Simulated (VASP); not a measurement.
# NiH4N (P-43m) in VASP: notebook

The runs below take NiH4N through single point, relaxation of cell and atoms, with PBE.

Everything below comes from runs of VASP 6.6.1. Logs are shortened: lines on timing, memory, paths and dates and some standing lists are left out, and cuts for length are marked.

### 1 The cell of the first run

Symmetry: P-43m, No. 215, cubic system. Conventional cell: a = 3.870 Å, b = 3.870 Å, c = 3.870 Å, α = 90.00°, β = 90.00°, γ = 90.00°. Ni (site symmetry -43m) has 4 H at 2.30 Å within 3.0 Å. Within 1.4 Å of H (site symmetry 3m) lie 1 N at 1.05 Å. Within 1.4 Å of N (site symmetry -43m) lie 4 H at 1.05 Å.

### 2 Single point, PBE, collinear spin, ferromagnetic start

Input file INCAR:

```
SYSTEM = NiH4N
  PREC = Accurate
  ENCUT = 520
  EDIFF = 1E-7
  ISMEAR = 0
  SIGMA = 0.1
  LREAL = .FALSE.
  LASPH = .TRUE.
  NELM = 150
  ALGO = Normal
  ISIF = 2
  LWAVE = .FALSE.
  LCHARG = .FALSE.
  ISPIN = 2
  MAGMOM = 0.98 0 0 0 0 0
  LORBIT = 11
  LMAXMIX = 4
  GGA = PE
  NBANDS = 22
```

Input file KPOINTS:

```
regular mesh
0
G
  10 10 10
  0 0 0
```

Input file POSCAR:

```
NiH4N
1.0
    3.8703745391      0.0000000000      0.0000000000
    0.0000000000      3.8703745391      0.0000000000
    0.0000000000      0.0000000000      3.8703745391
Ni H N
1 4 1
Direct
    0.5000000000      0.5000000000      0.5000000000
    0.1572250700      0.1572250700      0.1572250700
    0.1572250700      0.8427749300      0.8427749300
    0.8427749300      0.8427749300      0.1572250700
    0.8427749300      0.1572250700      0.8427749300
    0.0000000000      0.0000000000      0.0000000000
```

Potentials or basis: VASP PAW PBE potentials, release 64 (Ni, H, N).

Started as:

```console
$ cat potpaw_PBE.64/Ni/POTCAR potpaw_PBE.64/H/POTCAR potpaw_PBE.64/N/POTCAR > POTCAR
$ mpirun -np 1 vasp_std > vasp.out
```

OUTCAR:

```text
SYSTEM = NiH4N
   PREC = Accurate
   ENCUT = 520
   EDIFF = 1E-7
   ISMEAR = 0
   LREAL = .FALSE.
   LASPH = .TRUE.
   NELM = 150
   ISIF = 2
   ISPIN = 2
   LORBIT = 11
   GGA = PE

 ion  position               nearest neighbor table
   1  0.500  0.500  0.500-
   2  0.157  0.157  0.157-   6 1.05
   3  0.157  0.843  0.843-   6 1.05
   4  0.843  0.843  0.157-   6 1.05
   5  0.843  0.157  0.843-   6 1.05
   6  0.000  0.000  0.000-   2 1.05   3 1.05   4 1.05   5 1.05

  LATTYP: Found a simple cubic cell.
 ALAT       =     3.8703745391

  Lattice vectors:

 A1 = (   3.8703745391,   0.0000000000,   0.0000000000)
 A2 = (   0.0000000000,   3.8703745391,   0.0000000000)
 A3 = (   0.0000000000,   0.0000000000,   3.8703745391)

Analysis of symmetry for initial positions (statically):
=====================================================================
 Subroutine PRICEL returns:
 Original cell was already a primitive cell.

 Routine SETGRP: Setting up the symmetry group for a
 simple cubic supercell.

 Subroutine GETGRP returns: Found 24 space group operations
 (whereof 24 operations were pure point group operations)
 out of a pool of 48 trial point group operations.

The static configuration has the point symmetry T_d .

Analysis of symmetry for dynamics (positions and initial velocities):
=====================================================================
 Subroutine PRICEL returns:
 Original cell was already a primitive cell.

 Routine SETGRP: Setting up the symmetry group for a
 simple cubic supercell.

 Subroutine GETGRP returns: Found 24 space group operations
 (whereof 24 operations were pure point group operations)
 out of a pool of 48 trial point group operations.

The dynamic configuration has the point symmetry T_d .

Analysis of structural, dynamic, and magnetic symmetry:
=====================================================================
 Subroutine PRICEL returns:
 Original cell was already a primitive cell.

 Routine SETGRP: Setting up the symmetry group for a
 simple cubic supercell.

 Subroutine GETGRP returns: Found 24 space group operations
 (whereof 24 operations were pure point group operations)
 out of a pool of 48 trial point group operations.

The overall configuration has the point symmetry T_d .

 Subroutine INISYM returns: Found 24 space group operations
 (whereof 24 operations are pure point group operations),
[... 135 lines left out ...]
 spin polarized calculation
 Gauss-broadening in eV      SIGMA  =   0.10
  energy-cutoff  :      520.00
  volume of cell :       57.98
 maximum number of plane-waves:      1596
 NGX is ok and might be reduce to    30
   NGX = 15   NGY = 15   NGZ = 15

 number of electron      19.0000015 magnetization       0.9307630

 Free energy of the ion-electron system (eV)
  ---------------------------------------------------
  ext. energy  EPLUGINS =         0.00000000
  ---------------------------------------------------
  free energy    TOTEN  =       -25.17217857 eV

  energy without entropy =      -25.15924548  energy(sigma->0) =      -25.16571202

 E-fermi :   1.8140     XC(G=0):  -8.5722

 val. band max:        1.8130280544   @ k =   0.5000   0.3000   0.0000
 cond. band min:       1.8454816195   @ k =   0.4000   0.1000   0.1000
 fundamental gap:      0.0324535651
 Fermi energy:         1.8139936321

 spin component 1

 k-point     1 :       0.0000    0.0000    0.0000
  band No.  band energies     occupation
      1     -18.1687      1.00000
      2      -7.3964      1.00000
      3      -7.3964      1.00000
      4      -7.3964      1.00000
      5      -1.5112      1.00000
      6       0.1733      1.00000
[... 565 lines left out ...]
     20      14.1364      0.00000
     21      16.3769      0.00000

 [... further k-points ...]

 spin component 2

 k-point     1 :       0.0000    0.0000    0.0000
  band No.  band energies     occupation
      1     -18.1698      1.00000
      2      -7.3996      1.00000
      3      -7.3996      1.00000
      4      -7.3996      1.00000
      5      -1.4062      1.00000
      6       1.4307      1.00000
[... 565 lines left out ...]
     20      14.2564      0.00000
     21      16.4704      0.00000

 [... further k-points ...]

 [bands above 21 left out]

------------------------ aborting loop because EDIFF is reached ----------------------------------------

  FORCE on cell =-STRESS in cart. coord.  units (eV):
  Direction    XX          YY          ZZ          XY          YZ          ZX
  --------------------------------------------------------------------------------------
  -------------------------------------------------------------------------------------
  Total       -0.0568143     -0.0568143     -0.0568143      0.0000000      0.0000000      0.0000000
  in kB       -1.5700337     -1.5700337     -1.5700337      0.0000000      0.0000000      0.0000000
  external PRESSURE =      -1.5700337 kB  Pullay stress =       0.0000000 kB

 VOLUME and BASIS-vectors are now :
 -----------------------------------------------------------------------------
  energy-cutoff  :      520.00
  volume of cell :       57.98
      direct lattice vectors                 reciprocal lattice vectors
     3.870374539  0.000000000  0.000000000     0.258372927  0.000000000  0.000000000
     0.000000000  3.870374539  0.000000000     0.000000000  0.258372927  0.000000000
     0.000000000  0.000000000  3.870374539     0.000000000  0.000000000  0.258372927

 POSITION                                       TOTAL-FORCE (eV/Angst)
 -----------------------------------------------------------------------------------
      1.93519      1.93519      1.93519         0.000000     -0.000000      0.000000
      0.60852      0.60852      0.60852         0.002669      0.002669      0.002669
      0.60852      3.26185      3.26185         0.002669     -0.002669     -0.002669
      3.26185      3.26185      0.60852        -0.002669     -0.002669      0.002669
      3.26185      0.60852      3.26185        -0.002669      0.002669     -0.002669
      0.00000      0.00000      0.00000         0.000000      0.000000      0.000000
 -----------------------------------------------------------------------------------
    total drift:                                0.000000      0.000000      0.000000

  FREE ENERGIE OF THE ION-ELECTRON SYSTEM (eV)
  ---------------------------------------------------
  free  energy   TOTEN  =       -25.1721785743 eV

  energy  without entropy=      -25.1592454755  energy(sigma->0) =      -25.16571202

 total charge

# of ion       s       p       d       tot
------------------------------------------
    1        0.533   0.043   8.352   8.929
    2        0.586   0.079   0.000   0.665
    3        0.586   0.079   0.000   0.665
    4        0.586   0.079   0.000   0.665
    5        0.586   0.079   0.000   0.665
    6        1.249   2.776   0.000   4.025
--------------------------------------------------
tot          4.125   3.136   8.352  15.613

 magnetization (x)

# of ion       s       p       d       tot
------------------------------------------
    1        0.054  -0.002   0.857   0.909
    2       -0.000  -0.000   0.000  -0.000
    3       -0.000  -0.000   0.000  -0.000
    4       -0.000  -0.000   0.000  -0.000
    5       -0.000  -0.000   0.000  -0.000
    6       -0.002   0.003   0.000   0.001
--------------------------------------------------
tot          0.051   0.001   0.857   0.909
```

OSZICAR:

```text
N       E                     dE             d eps       ncg     rms          rms(c)
DAV:   1     0.849821571633E+02    0.84982E+02   -0.76518E+03  4928   0.813E+02
DAV:   2    -0.185308971910E+02   -0.10351E+03   -0.92931E+02  5174   0.193E+02
DAV:   3    -0.266483025218E+02   -0.81174E+01   -0.78604E+01  6110   0.560E+01
DAV:   4    -0.267735674901E+02   -0.12526E+00   -0.12501E+00  5540   0.752E+00
DAV:   5    -0.267755268169E+02   -0.19593E-02   -0.19592E-02  6124   0.945E-01    0.102E+01
DAV:   6    -0.271385052974E+02   -0.36298E+00   -0.75261E+00  6732   0.329E+01    0.161E+01
DAV:   7    -0.252098577947E+02    0.19286E+01   -0.90227E+00  5682   0.226E+01    0.541E+00
DAV:   8    -0.251765107949E+02    0.33347E-01   -0.16996E-01  6166   0.466E+00    0.251E+00
DAV:   9    -0.251702271454E+02    0.62836E-02   -0.47015E-02  6598   0.217E+00    0.960E-01
DAV:  10    -0.251717248659E+02   -0.14977E-02   -0.46539E-03  5996   0.413E-01    0.270E-01
DAV:  11    -0.251719734772E+02   -0.24861E-03   -0.59136E-04  6066   0.219E-01    0.970E-02
DAV:  12    -0.251721124218E+02   -0.13894E-03   -0.14100E-04  5740   0.752E-02    0.558E-02
DAV:  13    -0.251721768672E+02   -0.64445E-04   -0.89881E-05  5372   0.883E-02    0.238E-02
DAV:  14    -0.251721790958E+02   -0.22286E-05   -0.11484E-05  6496   0.310E-02    0.135E-02
DAV:  15    -0.251721785444E+02    0.55139E-06   -0.16865E-06  5860   0.124E-02    0.260E-03
DAV:  16    -0.251721785743E+02   -0.29891E-07   -0.16225E-07  5430   0.276E-03
   1 F= -.25172179E+02 E0= -.25165712E+02  d E =-.129331E-01  mag=     0.9307
```

It took 62 s on 1 thread of AMD EPYC 9R45 (Zen 5), shared host; peak memory 0.23 GiB.

Results:

```
Free energy                                           : -25.1722 eV
Pressure                                              : -0.2 GPa
Largest force                                         : 0.005 eV/Å
Net moment                                            : 0.93 μB per cell
Site moments                                          : Ni +0.91; H -0.00; N +0.00 μB
Valence electrons inside the program's atomic spheres : Ni 8.93; H 0.67; N 4.03
```

Forces on the atoms (eV/Å):
```
Ni   0.000  0.000  0.000
H    0.003  0.003  0.003
H    0.003 -0.003 -0.003
H   -0.003 -0.003  0.003
H   -0.003  0.003 -0.003
N    0.000  0.000  0.000
```

Caveat: a cell with one magnetic atom can't hold antiferromagnetic order, which such compounds often take. With open d or f shells a metallic result of PBE can be an artefact of self-interaction; +U or a hybrid may open a gap.

### 3 Relaxation of cell and atoms, PBE, collinear spin, ferromagnetic start

Input file INCAR:

```
ALGO     = Normal         # electronic algorithm
EDIFF    = 1E-6           # SCF threshold, eV
EDIFFG   = -0.01          # ionic threshold
ENCUT    = 600            # plane-wave cutoff, eV
GGA      = PE             # functional
IBRION   = 2              # ionic algorithm
ISIF     = 3              # what is computed and relaxed
ISMEAR   = 0              # smearing method
ISPIN    = 2              # spin polarisation
LASPH    = T              # aspherical terms in the spheres
LCHARG   = F              # write CHGCAR
LMAXMIX  = 4              # l up to which the mixer works
LORBIT   = 11             # projections on sites
LREAL    = F              # projectors in reciprocal space
LWAVE    = F              # write WAVECAR
MAGMOM   = 0.98 0 0 0 0 0 # initial moments
NELM     = 150            # most SCF steps
NSW      = 100            # ionic steps
PREC     = Accurate       # precision mode
SIGMA    = 0.1            # smearing width, eV
```

Input file KPOINTS:

```
k-points
0
Gamma
  10 10 10
```

Input file POSCAR:

```
NiH4N
1.0
    3.8716451426      0.0000000000      0.0000000000
    0.0000000000      3.8716451426      0.0000000000
    0.0000000000      0.0000000000      3.8716451426
Ni H N
1 4 1
Direct
    0.5000000000      0.5000000000      0.5000000000
    0.1571251440      0.1571251440      0.1571251440
    0.1571251440      0.8428748560      0.8428748560
    0.8428748560      0.8428748560      0.1571251440
    0.8428748560      0.1571251440      0.8428748560
    0.0000000000      0.0000000000      0.0000000000
```

Potentials or basis: VASP PAW PBE potentials, release 64 (Ni, H, N).

Started as:

```console
$ cat potpaw_PBE.64/Ni/POTCAR potpaw_PBE.64/H/POTCAR potpaw_PBE.64/N/POTCAR > POTCAR
$ mpirun -np 1 vasp_std > vasp.out
```

It took 53 s on 1 thread of AMD EPYC 9R45 (Zen 5), shared host; peak memory 0.24 GiB.

Results (log left out):

| Item | Value |
| --- | --- |
| Free energy | -25.1771 eV |
| Relaxed volume | 9.66 Å³/atom |
| Relaxed cell | a = 3.870 Å, b = 3.870 Å, c = 3.870 Å, α = 90.00°, β = 90.00°, γ = 90.00° |
| Space group after relaxing (to 0.05 Å) | P-43m (No. 215) |
| Energy gained by relaxing | 0.0 meV/atom |
| Ionic steps | 2 |
| Pressure after relaxing | -0.1 GPa |
| Largest force after relaxing | 0.007 eV/Å |
| Net moment | 0.93 μB per cell |
| Site moments | Ni +0.91; H -0.00; N +0.00 μB |
| Valence electrons inside the program's atomic spheres | Ni 8.93; H 0.67; N 4.01 |

Forces in eV/Å, atoms in the order of the input:
```
Ni   0.000  0.000  0.000
H    0.004  0.004  0.004
H    0.004 -0.004 -0.004
H   -0.004 -0.004  0.004
H   -0.004  0.004 -0.004
N    0.000  0.000  0.000
```

Final structure:
```cif
data_structure
_symmetry_space_group_name_H-M 'P 1'
_symmetry_Int_Tables_number 1
_cell_length_a 3.8702
_cell_length_b 3.8702
_cell_length_c 3.8702
_cell_angle_alpha 90.000
_cell_angle_beta 90.000
_cell_angle_gamma 90.000
_cell_volume 57.97
loop_
_atom_site_label
_atom_site_type_symbol
_atom_site_fract_x
_atom_site_fract_y
_atom_site_fract_z
_atom_site_occupancy
Ni1 Ni 0.50000 0.50000 0.50000 1
H1 H 0.15723 0.15723 0.15723 1
H2 H 0.15723 0.84277 0.84277 1
H3 H 0.84277 0.84277 0.15723 1
H4 H 0.84277 0.15723 0.84277 1
N1 N 0.00000 0.00000 0.00000 1
```

Levels at points of the mesh, in eV from the Fermi level:
Spin up:
```tsv
k point	band 7	band 8	band 9	band 10	band 11	band 12	band 13
(0.00, 0.00, 0.00)	-1.64	-0.89	-0.89	-0.89	5.79	5.79	5.79
(0.50, 0.00, 0.00)	-0.91	-0.91	-0.90	-0.47	0.19	4.76	4.76
(0.50, 0.50, 0.00)	-1.19	-1.02	-1.02	-0.42	2.60	2.60	4.68
(0.50, 0.50, 0.50)	-0.97	-0.97	-0.97	1.41	1.48	1.48	1.48
```
Spin down:
```csv
k point,band 6,band 7,band 8,band 9,band 10,band 11,band 12,band 13
"(0.00, 0.00, 0.00)",-0.38,-0.38,-0.38,-0.38,-0.38,5.87,5.87,5.87
"(0.50, 0.00, 0.00)",-0.43,-0.41,-0.41,-0.27,0.25,0.39,4.83,4.83
"(0.50, 0.50, 0.00)",-0.78,-0.53,-0.53,0.22,0.45,2.66,2.66,4.74
"(0.50, 0.50, 0.50)",-0.49,-0.49,0.23,0.23,1.54,1.54,1.54,1.67
```

Caveat: a cell with one magnetic atom can't hold antiferromagnetic order, which such compounds often take.

### 4 Single point, PBE, collinear spin, ferromagnetic start

This run uses another cell than the first one, of 7.24 Å³/atom, 0.750 times its volume.

Input file INCAR:

```
SYSTEM = NiH4N
ALGO     = Normal         ! electronic algorithm
EDIFF    = 1E-6           ! SCF threshold, eV
ENCUT    = 520            ! plane-wave cutoff, eV
GGA      = PE             ! functional
ISIF     = 2              ! what is computed and relaxed
ISMEAR   = 0              ! smearing method
ISPIN    = 2              ! spin polarisation
LASPH    = .TRUE.         ! aspherical terms in the spheres
LCHARG   = .FALSE.        ! write CHGCAR
LMAXMIX  = 4              ! l up to which the mixer works
LORBIT   = 11             ! projections on sites
LREAL    = .FALSE.        ! projectors in reciprocal space
LWAVE    = .FALSE.        ! write WAVECAR
MAGMOM   = 2 0 0 0 0 0    ! initial moments
NBANDS   = 22             ! bands
NELM     = 150            ! most SCF steps
PREC     = Accurate       ! precision mode
SIGMA    = 0.1            ! smearing width, eV
```

Input file KPOINTS:

```
k-points
0
G
  6 6 6
  0 0 0
```

Input file POSCAR:

```
NiH4N
1.0
    3.5159396700      0.0000000000      0.0000000000
    0.0000000000      3.5159396700      0.0000000000
    0.0000000000      0.0000000000      3.5159396700
Ni H N
1 4 1
Direct
    0.5000000000      0.5000000000      0.5000000000
    0.1480000000      0.1480000000      0.1480000000
    0.1480000000      0.8520000000      0.8520000000
    0.8520000000      0.8520000000      0.1480000000
    0.8520000000      0.1480000000      0.8520000000
    0.0000000000      0.0000000000      0.0000000000
```

Started as:

```console
$ cat potpaw_PBE.64/Ni/POTCAR potpaw_PBE.64/H/POTCAR potpaw_PBE.64/N/POTCAR > POTCAR
$ mpirun -np 1 vasp_std > vasp.out
```

It took 18 s on 1 thread of AMD EPYC 9R45 (Zen 5), shared host; peak memory 0.15 GiB.

The run converged. Its results:

- Free energy: -22.7194 eV
- Pressure: 44.1 GPa
- Largest force: 8.353 eV/Å
- Net moment: 0.15 μB per cell
- Site moments: Ni +0.18; H -0.00; N -0.00 μB
- Valence electrons inside the program's atomic spheres: Ni 9.07; H 0.94; N 4.47

Forces on the atoms (eV/Å):
```
Ni   0.000  0.000  0.000
H    4.822  4.822  4.822
H    4.822 -4.822 -4.822
H   -4.822 -4.822  4.822
H   -4.822  4.822 -4.822
N    0.000  0.000  0.000
```

Levels at points of the mesh, in eV from the Fermi level:
Spin up:
```csv
k point,band 5,band 6,band 7,band 8,band 9,band 10,band 11,band 12,band 13,band 14
"(0.00, 0.00, 0.00)",-3.44,-1.07,-1.07,-0.29,-0.29,-0.29,7.04,7.04,7.73,7.73
"(0.50, 0.00, 0.00)",-1.10,-0.90,-0.34,-0.34,-0.28,0.40,0.54,6.19,6.19,8.05
"(0.50, 0.50, 0.00)",-1.59,-0.84,-0.54,-0.54,-0.16,0.54,3.10,3.10,6.54,9.25
"(0.50, 0.50, 0.50)",-0.48,-0.48,-0.48,-0.15,-0.15,1.68,1.68,1.68,3.03,9.25
```
Spin down:
```tsv
k point	band 5	band 6	band 7	band 8	band 9	band 10	band 11	band 12	band 13	band 14
(0.00, 0.00, 0.00)	-3.47	-0.83	-0.83	-0.18	-0.18	-0.18	7.06	7.06	7.71	7.71
(0.50, 0.00, 0.00)	-1.00	-0.65	-0.23	-0.23	-0.17	0.51	0.58	6.17	6.17	8.02
(0.50, 0.50, 0.00)	-1.49	-0.75	-0.43	-0.43	0.14	0.72	3.06	3.06	6.54	9.24
(0.50, 0.50, 0.50)	-0.37	-0.37	-0.37	0.16	0.16	1.64	1.64	1.64	3.05	9.23
```

Caveat: forces of over 1 eV/Å act on the atoms, so gaps and moduli don't describe the material at rest.

### 5 The runs side by side

```tsv
task	cell	k mesh	cutoff (eV)	gap on the mesh (eV)	pressure (GPa)	moment (μB)	largest force (eV/Å)
single point	a = 3.870 Å, 6 atoms	10 × 10 × 10	520	none	-0.2	0.93	-
relaxation of cell and atoms	relaxed from a = 3.872 Å, 6 atoms	10 × 10 × 10	600	none	-0.1	0.93	0.01
single point	a = 3.516 Å, 6 atoms	6 × 6 × 6	520	none	44.1	0.15	8.35
```

Alike in all rows: level PBE; potentials or basis VASP PAW PBE potentials, release 64 (Ni, H, N); spin collinear, ferromagnetic start; smearing gaussian 0.1 eV.

Caveats: a cell with one magnetic atom can't hold antiferromagnetic order, which such compounds often take (some runs); forces of over 1 eV/Å act on the atoms, so gaps and moduli don't describe the material at rest (some runs).

Absolute energies hang on the potentials; compare differences alone.
